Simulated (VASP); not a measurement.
# C (P-3m1) in VASP: a series of runs

C is run at these levels: PBE; tasks: single point.

Everything below comes from runs of VASP 6.6.1. Logs are shortened: lines on timing, memory, paths and dates and some standing lists are left out, and cuts for length are marked.

## (1) The cell of the first run

It takes space group P-3m1 (No. 164, trigonal). Conventional cell: a = 2.525 Å, b = 2.525 Å, c = 12.072 Å, α = 90.00°, β = 90.00°, γ = 120.00°. C (site symmetry 3m) has 4 C at 1.55 Å within 2.1 Å. C (site symmetry 3m) has 4 C at 1.55 Å within 2.1 Å. Within 2.1 Å of C (site symmetry 3m) lie 4 C at 1.55 Å. Within 2.1 Å of C (site symmetry 3m) lie 4 C at 1.55 Å. C (site symmetry 3m) has 4 C at 1.55 Å within 2.1 Å. Within 1.7 Å of C (site symmetry 3m) lie 4 C at 1.25 to 1.55 Å.

## (2) Single point, PBE (the distance across one plane changed)

File INCAR:

```
SYSTEM = C
PREC = Accurate
ENCUT = 520
EDIFF = 1E-7
ISMEAR = 0
SIGMA = 0.05
LREAL = .FALSE.
LASPH = .TRUE.
NELM = 100
ALGO = Normal
ISIF = 2
LWAVE = .FALSE.
LCHARG = .FALSE.
GGA = PE
NBANDS = 36
```

File KPOINTS:

```
regular mesh
0
G
  10 10 2
  0 0 0
```

File POSCAR:

```
C
1.0
    1.7857375322     -1.7857375322      0.0000000000
    1.7857375322      0.0000000000     -1.7857375322
    6.9697450480      6.9697450480      6.9697450480
C
12
Direct
    0.6666666667      0.6666666667      0.2775979721
    0.0000000000      0.0000000000      0.1067894734
    0.3333333333      0.3333333333      0.4484064708
    0.6666666667      0.6666666667      0.7900234683
    1.0000000000      1.0000000000      0.6192149696
    0.3333333333      0.3333333333      0.9608319670
    0.6666666667      0.6666666667      0.4057043462
    1.0000000000      1.0000000000      0.2348958474
    0.3333333333      0.3333333333      0.5765128449
    0.6666666667      0.6666666667      0.9181298423
    0.0000000000      0.0000000000      0.7473213436
    0.3333333333      0.3333333333      0.0640873487
```

Potentials or basis: VASP PAW PBE potentials, release 64 (C).

On the command line:

```sh
> cat potpaw_PBE.64/C/POTCAR > POTCAR
> mpirun -np 1 vasp_std > vasp.out
```

OUTCAR:

```text
SYSTEM = C
   PREC = Accurate
   ENCUT = 520
   EDIFF = 1E-7
   ISMEAR = 0
   LREAL = .FALSE.
   LASPH = .TRUE.
   NELM = 100
   ISIF = 2
   GGA = PE

 ion  position               nearest neighbor table
   1  0.667  0.667  0.278-   8 1.55   8 1.55   8 1.55   7 1.55
   2  0.000  0.000  0.107-   8 1.55  12 1.55  12 1.55  12 1.55
   3  0.333  0.333  0.448-   7 1.55   7 1.55   7 1.55   9 1.55
   4  0.667  0.667  0.790-  10 1.55  11 1.55  11 1.55  11 1.55
   5  0.000  0.000  0.619-  11 1.55   9 1.55   9 1.55   9 1.55
   6  0.333  0.333  0.961-  12 1.25  10 1.55  10 1.55  10 1.55
   7  0.667  0.667  0.406-   3 1.55   3 1.55   3 1.55   1 1.55
   8  0.000  0.000  0.235-   2 1.55   1 1.55   1 1.55   1 1.55
   9  0.333  0.333  0.577-   5 1.55   5 1.55   5 1.55   3 1.55
  10  0.667  0.667  0.918-   4 1.55   6 1.55   6 1.55   6 1.55
  11  0.000  0.000  0.747-   5 1.55   4 1.55   4 1.55   4 1.55
  12  0.333  0.333  0.064-   6 1.25   2 1.55   2 1.55   2 1.55

  LATTYP: Found a hexagonal cell.
 ALAT       =     2.5254142369
 C/A-ratio  =     4.7801870927

  Lattice vectors:

 A1 = (  -1.7857375322,   0.0000000000,   1.7857375322)
 A2 = (   1.7857375322,  -1.7857375322,   0.0000000000)
 A3 = (   6.9697450480,   6.9697450480,   6.9697450480)

Analysis of symmetry for initial positions (statically):
=====================================================================
 Subroutine PRICEL returns:
 Original cell was already a primitive cell.

 Routine SETGRP: Setting up the symmetry group for a
 hexagonal supercell.

 Subroutine GETGRP returns: Found 12 space group operations
 (whereof  6 operations were pure point group operations)
 out of a pool of 24 trial point group operations.

The static configuration has the point symmetry C_3v.
 The point group associated with its full space group is D_3d.

Analysis of symmetry for dynamics (positions and initial velocities):
=====================================================================
 Subroutine PRICEL returns:
 Original cell was already a primitive cell.

 Routine SETGRP: Setting up the symmetry group for a
 hexagonal supercell.

 Subroutine GETGRP returns: Found 12 space group operations
 (whereof  6 operations were pure point group operations)
 out of a pool of 24 trial point group operations.

The dynamic configuration has the point symmetry C_3v.
 The point group associated with its full space group is D_3d.

 Subroutine INISYM returns: Found 12 space group operations
 (whereof  6 operations are pure point group operations),
 and found     1 'primitive' translations

----------------------------------------------------------------------------------------

                                     Primitive cell

  volume of cell :      66.6766

  direct lattice vectors                    reciprocal lattice vectors
     1.785737532 -1.785737532  0.000000000     0.186664237 -0.373328473  0.186664237
     1.785737532  0.000000000 -1.785737532     0.186664237  0.186664237 -0.373328473
     6.969745048  6.969745048  6.969745048     0.047825757  0.047825757  0.047825757

  length of vectors
     2.525414237  2.525414237 12.071952539     0.457232133  0.457232133  0.082836641

  position of ions in fractional coordinates (direct lattice)
     0.666666667  0.666666667  0.277597972
     0.000000000  0.000000000  0.106789473
     0.333333333  0.333333333  0.448406471
     0.666666667  0.666666667  0.790023468
     0.000000000  0.000000000  0.619214970
     0.333333333  0.333333333  0.960831967
     0.666666667  0.666666667  0.405704346
     0.000000000  0.000000000  0.234895847
     0.333333333  0.333333333  0.576512845
     0.666666667  0.666666667  0.918129842
     0.000000000  0.000000000  0.747321344
     0.333333333  0.333333333  0.064087349

  ion indices of the primitive-cell ions
   primitive index   ion index
                 1           1
                 2           2
                 3           3
                 4           4
                 5           5
                 6           6
                 7           7
                 8           8
                 9           9
                10          10
                11          11
                12          12

----------------------------------------------------------------------------------------

 KPOINTS: regular mesh

Automatic generation of k-mesh.
 Grid dimensions read from file:
 generate k-points for:   10   10    2

 Generating k-lattice:

  Cartesian coordinates                     Fractional coordinates (reciprocal lattice)
     0.018666424 -0.037332847  0.018666424     0.100000000  0.000000000  0.000000000
     0.018666424  0.018666424 -0.037332847     0.000000000  0.100000000  0.000000000
     0.023912879  0.023912879  0.023912879     0.000000000  0.000000000  0.500000000

  Length of vectors
     0.045723213  0.045723213  0.041418321

  Shift w.r.t. Gamma in fractional coordinates (k-lattice)
     0.000000000  0.000000000  0.000000000

 Subroutine IBZKPT returns following result:
 ===========================================

 Found     28 irreducible k-points:

 Following reciprocal coordinates:
            Coordinates               Weight
  0.000000  0.000000  0.000000      1.000000
  0.100000  0.000000  0.000000      6.000000
  0.200000  0.000000  0.000000      6.000000
  0.300000  0.000000  0.000000      6.000000
  0.400000  0.000000  0.000000      6.000000
  0.500000  0.000000  0.000000      3.000000
[... 16 lines left out ...]
  0.400000  0.100000  0.500000     12.000000
  0.500000  0.100000  0.500000     12.000000
 [... further k-points ...]
   k-points           NKPTS =     28   k-points in BZ     NKDIM =     28   number of bands    NBANDS=     36
   number of dos      NEDOS =    301   number of ions     NIONS =     12
   total plane-waves  NPLWV =  36000
   dimension x,y,z NGX =    20 NGY =   20 NGZ =   90
   dimension x,y,z NGXF=    40 NGYF=   40 NGZF=  180
   ions per type =              12
   NGX,Y,Z   is equivalent  to a cutoff of  13.17, 13.17, 12.39 a.u.
   NGXF,Y,Z  is equivalent  to a cutoff of  26.33, 26.33, 24.79 a.u.
 SYSTEM =  C
   PREC   = accura    normal or accurate (medium, high low for compatibility)
   ISTART =      0    job   : 0-new  1-cont  2-samecut
   ICHARG =      2    charge: 1-file 2-atom 10-const
   ISPIN  =      1    spin polarized calculation?
   LNONCOLLINEAR =      F non collinear calculations
   LSORBIT =      F    spin-orbit coupling
   LASPH  =      T    aspherical Exc in radial PAW
   ENCUT  =  520.0 eV  38.22 Ry    6.18 a.u.   4.70  4.70 22.45*2*pi/ulx,y,z
   NELM   =    100;   NELMIN=  2; NELMDL= -5     # of ELM steps
   EDIFF  = 0.1E-06   stopping-criterion for ELM
   LREAL  =      F    real-space projection
   EDIFFG = 0.1E-05   stopping-criterion for IOM
   NSW    =      0    number of steps for IOM
   IBRION =     -1    ionic relax: 0-MD 1-quasi-New 2-CG
   NFREE  =      0    steps in history (QN), initial steepest desc. (CG)
   ISIF   =      2    stress and relaxation
   ISYM   =      2    0-nonsym 1-usesym 2-fastsym
   POTIM  = 0.5000    time-step for ionic-motion
   TEBEG  =    0.0;   TEEND  =   0.0 temperature during run
   PSTRESS=    0.0 pullay stress
   NELECT =      48.0000    total number of electrons
   NUPDOWN=      -1.0000    fix difference up-down
   EMIN   =  10.00;   EMAX   =-10.00  energy-range for DOS
   EFERMI =   0.00;   METHOD = LEGACY
   ISMEAR =     0;   SIGMA  =   0.05  broadening in eV -4-tet -1-fermi 0-gaus
   EFERMI_NEDOS =   21; number of points for ismear=-14 and -15
   IALGO  =     38    algorithm
   IMIX   =      4    mixing-type and parameters
     AMIX     =   0.40;   BMIX     =  1.00
     AMIX_MAG =   1.60;   BMIX_MAG =  1.00
  volume/ion in A,a.u.               =       5.56        37.50
  Fermi-wavevector in a.u.,A,eV,Ry     =   1.467227  2.772658 29.290029  2.152756
  Thomas-Fermi vector in A             =   2.582870
   LORBIT       =      0    0 simple, 1 ext, 2 COOP (PROOUT), +10 PAW based schemes
   GGA     = PE    functional components
   LHFCALC =     F    Hartree Fock is set to
   AEXX    =    0.0000 exact exchange contribution
   IVDW    =     0    specifies the selected vdW correction
   LEPSILON=     F    determine dielectric tensor
   LRPA    =     F    only Hartree local field effects (RPA)
 non-spin polarized calculation
 Gauss-broadening in eV      SIGMA  =   0.05
  energy-cutoff  :      520.00
  volume of cell :       66.68
 maximum number of plane-waves:      1833
   NGX =  9   NGY =  9   NGZ = 45

 number of electron      48.0000000 magnetization

 Free energy of the ion-electron system (eV)
  ---------------------------------------------------
  ext. energy  EPLUGINS =         0.00000000
  ---------------------------------------------------
  free energy    TOTEN  =      -107.20567291 eV

  energy without entropy =     -107.20567291  energy(sigma->0) =     -107.20567291

 E-fermi :  10.4515     XC(G=0): -13.3428

 val. band max:       10.1539898583   @ k =   0.0000   0.0000   0.0000
 cond. band min:      14.0495921608   @ k =   0.4000   0.0000   0.5000
 fundamental gap:      3.8956023025
 Fermi energy:        10.4515233860

 k-point     1 :       0.0000    0.0000    0.0000
  band No.  band energies     occupation
      1     -12.4202      2.00000
      2     -11.0318      2.00000
      3     -10.6103      2.00000
      4      -8.7545      2.00000
      5      -8.2670      2.00000
      6      -5.4233      2.00000
[... 28 lines left out ...]
     35      18.2565      0.00000
     36      18.2650      0.00000
[... 866 lines left out ...]
      6      -3.3647      2.00000
[... 28 lines left out ...]
     35      20.0602      0.00000
     36      20.6990      0.00000

 [... further k-points ...]

------------------------ aborting loop because EDIFF is reached ----------------------------------------

  FORCE on cell =-STRESS in cart. coord.  units (eV):
  Direction    XX          YY          ZZ          XY          YZ          ZX
  --------------------------------------------------------------------------------------
  -------------------------------------------------------------------------------------
  Total        8.4662962      8.4662962      8.4662962      7.5000621      7.5000621      7.5000621
  in kB      203.4373276    203.4373276    203.4373276    180.2196078    180.2196078    180.2196078
  external PRESSURE =     203.4373276 kB  Pullay stress =       0.0000000 kB

 VOLUME and BASIS-vectors are now :
 -----------------------------------------------------------------------------
  energy-cutoff  :      520.00
  volume of cell :       66.68
      direct lattice vectors                 reciprocal lattice vectors
     1.785737532 -1.785737532  0.000000000     0.186664237 -0.373328473  0.186664237
     1.785737532  0.000000000 -1.785737532     0.186664237  0.186664237 -0.373328473
     6.969745048  6.969745048  6.969745048     0.047825757  0.047825757  0.047825757

 POSITION                                       TOTAL-FORCE (eV/Angst)
 -----------------------------------------------------------------------------------
      4.31577      0.74430      0.74430         0.014148      0.014148      0.014148
      0.74430      0.74430      0.74430         1.424828      1.424828      1.424828
      4.31577      2.53003      2.53003         0.000444      0.000444      0.000444
      7.88725      4.31577      4.31577         0.036693      0.036693      0.036693
      4.31577      4.31577      4.31577         0.001216      0.001216      0.001216
      7.88725      6.10151      6.10151        -8.220958     -8.220958     -8.220958
      5.20864      1.63716      1.63716        -0.001216     -0.001216     -0.001216
      1.63716      1.63716      1.63716        -0.036693     -0.036693     -0.036693
      5.20864      3.42290      3.42290        -0.000444     -0.000444     -0.000444
      8.78011      5.20864      5.20864        -1.424828     -1.424828     -1.424828
      5.20864      5.20864      5.20864        -0.014148     -0.014148     -0.014148
      1.63716     -0.14857     -0.14857         8.220958      8.220958      8.220958
 -----------------------------------------------------------------------------------
    total drift:                               -0.000012     -0.000012     -0.000012

  FREE ENERGIE OF THE ION-ELECTRON SYSTEM (eV)
  ---------------------------------------------------
  free  energy   TOTEN  =      -107.2056729123 eV

  energy  without entropy=     -107.2056729123  energy(sigma->0) =     -107.20567291
```

It took 2.7 min on 1 thread of Intel Xeon 8259CL, shared host; peak memory 0.19 GiB.

Results:

```yaml
Free_energy: -107.2057 eV
Pressure: 20.3 GPa
Largest_force: 14.239 eV/Å
Band_gap_on_the_k_mesh: 3.90 eV
```

Forces in eV/Å, atoms in the order of the input:
```
C    0.014  0.014  0.014
C    1.425  1.425  1.425
C    0.000  0.000  0.000
C    0.037  0.037  0.037
C    0.001  0.001  0.001
C   -8.221 -8.221 -8.221
C   -0.001 -0.001 -0.001
C   -0.037 -0.037 -0.037
C    0.000  0.000  0.000
C   -1.425 -1.425 -1.425
C   -0.014 -0.014 -0.014
C    8.221  8.221  8.221
```

Caveat: the cell differs from its parent crystal (the distance across one plane changed); the cell stands under pressure; forces of over 1 eV/Å act on the atoms, so gaps and moduli don't describe the material at rest. A k mesh can miss the band edges.

(Continued in part 2 of 2.)
